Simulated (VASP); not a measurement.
A run of VASP 6.6.1 is set up as follows.

POSCAR

```
BeTe
1.0
    2.8635736783      2.8635736783      0.0000000000
   -2.8635736783      2.8635736783      0.0000000000
    0.0000000000      2.8635736783      2.8635736783
Be Te
1 1
Direct
    0.0000000000      0.0000000000      0.0000000000
    0.7500000000      0.2500000000      0.5000000000
```

INCAR.step1

```
SYSTEM = BeTe
PREC = Accurate ; ENCUT = 520
ISMEAR = 0 ; SIGMA = 0.01
LREAL = .FALSE. ; LASPH = .TRUE.
NELM = 60 ; NBANDS = 11
GGA = PE ; ALGO = Normal
EDIFF = 1E-4 ; LWAVE = .TRUE.
LCHARG = .FALSE.
```

File INCAR.step2:

```
SYSTEM = BeTe
PREC = Accurate ; ENCUT = 520
EDIFF = 1E-7 ; ISMEAR = 0
SIGMA = 0.01 ; LREAL = .FALSE.
LASPH = .TRUE. ; NELM = 60
ALGO = Normal ; ISIF = 2
LWAVE = .FALSE. ; LCHARG = .FALSE.
METAGGA = R2SCAN ; LMIXTAU = .TRUE.
NBANDS = 11 ; ISTART = 1
```

The input KPOINTS:

```
Automatic mesh
0
G
  8 8 8
  0 0 0
```

Potentials or basis: VASP PAW PBE potentials, release 64 (Be, Te).

Launch:

```bash
$ cat potpaw_PBE.64/Be/POTCAR potpaw_PBE.64/Te/POTCAR > POTCAR
$ cp INCAR.step1 INCAR
$ mpirun -np 1 vasp_std > vasp.out
$ cp INCAR.step2 INCAR
$ mpirun -np 1 vasp_std > vasp.out
```

Q: Predict the pressure.

A: -1.9 GPa.

Q: Predict the band gap on the k mesh.

A: 2.45 eV, indirect (least direct gap 4.06 eV).

Caveat: the PAW data sets were made with another functional, which shifts forces and pressure a little; spin-orbit coupling is left out, which moves the levels of the heavy elements. r2SCAN opens gaps a little over a GGA but as a rule still falls short of measured ones.
